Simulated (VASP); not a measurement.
## NaF: single point with PBE

NaF:

```xyz
6
Lattice="3.1970 -4.9148 0.0000 3.1970 4.9148 0.0000 -1.4469 0.0000 2.6885" Properties=species:S:1:pos:R:3 pbc="T T T"
Na    3.5771    3.4033    1.0723
Na    2.9220    0.0000    2.4590
Na    3.5771   -3.4033    1.0723
F     1.3676   -3.4016    1.6145
F     2.0285    0.0000    0.2326
F     1.3676    3.4016    1.6145
```

The cell was built from a structure type or drawn by symmetry, and may not be a known phase.

```json
{
 "Program": "VASP 6.6.1",
 "Task": "single point",
 "Functional": "PBE",
 "Potentials or basis": "VASP PAW PBE potentials, release 64 (Na_pv, F)",
 "Cutoff": "520 eV",
 "k mesh": "6 × 6 × 8",
 "Occupations": "gaussian, width 0.02 eV",
 "Spin": "no spin polarisation"
}
```

```
Pressure               : -0.1 GPa
Largest force          : 0.008 eV/Å
Band gap on the k mesh : 5.42 eV (least direct gap 5.45 eV)
```

Forces in eV/Å, atoms in the order of the input:
```
Na   0.001  0.008  0.000
Na   0.000  0.000  0.000
Na   0.001 -0.008  0.000
F   -0.002 -0.008  0.000
F    0.001  0.000  0.000
F   -0.002  0.008  0.000
```

Levels at points of the mesh, in eV from the valence-band top:
| k point | band 18 | band 19 | band 20 | band 21 | band 22 | band 23 | band 24 | band 25 |
| --- | --- | --- | --- | --- | --- | --- | --- | --- |
| (0.00, 0.00, 0.00) | -0.25 | -0.25 | -0.05 | -0.03 | 5.42 | 10.34 | 10.61 | 11.72 |
| (0.50, 0.00, 0.00) | -0.35 | -0.27 | -0.06 | -0.01 | 7.45 | 7.65 | 9.80 | 11.23 |
| (0.50, 0.50, 0.00) | -0.37 | -0.27 | -0.07 | 0.00 | 7.42 | 7.70 | 9.75 | 11.03 |
| (0.00, 0.00, 0.50) | -0.61 | -0.46 | -0.35 | -0.24 | 10.47 | 10.89 | 11.00 | 11.18 |
| (0.50, 0.00, 0.50) | -0.69 | -0.55 | -0.22 | -0.22 | 9.86 | 10.40 | 11.11 | 12.28 |
| (0.50, 0.50, 0.50) | -0.61 | -0.46 | -0.34 | -0.25 | 10.49 | 10.89 | 10.98 | 11.18 |

It took 80 s on 1 thread of Intel(R) Xeon(R) 6975P-C (Granite Rapids), with other jobs on the host, peak memory 0.31 GiB.

A k mesh can miss the band edges.
